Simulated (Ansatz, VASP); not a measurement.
# Te: VASP beside Ansatz

File INCAR:

```
  PREC = Accurate
  ENCUT = 520
  EDIFF = 1E-6
  ISMEAR = -1
  SIGMA = 0.05
  LREAL = F
  LASPH = T
  NELM = 80
  ALGO = Normal
  ISIF = 2
  LWAVE = F
  LCHARG = F
  GGA = CA
  NBANDS = 16
```

File KPOINTS:

```
regular mesh
0
Gamma
  8 8 8
```

File POSCAR:

```
Te
1.0
    4.1476655429     -2.3227945810      0.0000000000
    4.1476655429      2.3227945810      0.0000000000
   -0.1277870079      0.0000000000      3.8765650873
Te
3
Direct
    0.6760000000      0.6760000000      0.6750000000
    0.3240000000      0.3240000000      0.3250000000
    0.0000000000      0.0000000000      0.0000000000
```

Input for Ansatz:

```yaml
crystal:
  lattice:
    - [4.1476655429, -2.322794581, 0.0]
    - [4.1476655429, 2.322794581, 0.0]
    - [-0.1277870079, 0.0, 3.8765650873]
  atoms:
    - { symbol: Te, position: [0.676, 0.676, 0.675] }
    - { symbol: Te, position: [0.324, 0.324, 0.325] }
    - { symbol: Te, position: [0.0, 0.0, 0.0] }
kpoints:
  mp_grid: { grid: [8, 8, 8] }
  band_path:
    path:
      - [0.0, 0.0, 0.0]
      - [-0.3284920764, 0.3284920764, 0.0]
      - [-0.6715079236, -0.3284920764, 0.0]
      - [-0.5, -0.5, 0.0]
      - [0.0, 0.0, 0.0]
      - [-0.5, -0.5, 0.5]
      - [-0.6770386277, -0.3229613723, 0.5]
      - [-0.3229613723, 0.3229613723, 0.5]
      - [0.0, 0.0, 0.5]
    npoints: 5
scf:
  occupations: { method: fermi_dirac, width: 0.05 }
hamiltonian:
  xc: lda
  pseudopotentials: { kind: all_electron, lapw: { basis_error: 0.001 } }
output:
  forces: true
  stress: true
  eigenvalues: true
```

Change from the starting cell: volume scaled by 0.94.

Alike in both runs: task single point; functional LDA; k mesh 8 × 8 × 8; occupations fermi-dirac, width 0.05 eV; no spin polarisation.

```csv
,VASP,Ansatz
version,VASP 6.6.1,Ansatz 0.2.0
potentials or method,"VASP PAW LDA potentials, release 64 (Te), cutoff 520 eV","all-electron LAPW, scalar-relativistic"
```

VASP gave:

- pressure (GPa): 10.9
- traceless stress, the component that is largest in VASP (GPa): 1.03
- rms of the force components (eV/Å): 0.302

Which values does Ansatz return?

Pressure (GPa): 10.8; traceless stress, the component that is largest in VASP (GPa): 1.05; rms of the force components (eV/Å): 0.295.

LDA's correlation is that of Perdew and Zunger in VASP and of Perdew and Wang (1992) in Ansatz. Atom by atom the forces differ by 0.008 eV/Å (rms over components). Ansatz ran all-electron here, and VASP with PAW potentials.

Spin-orbit coupling is off throughout.
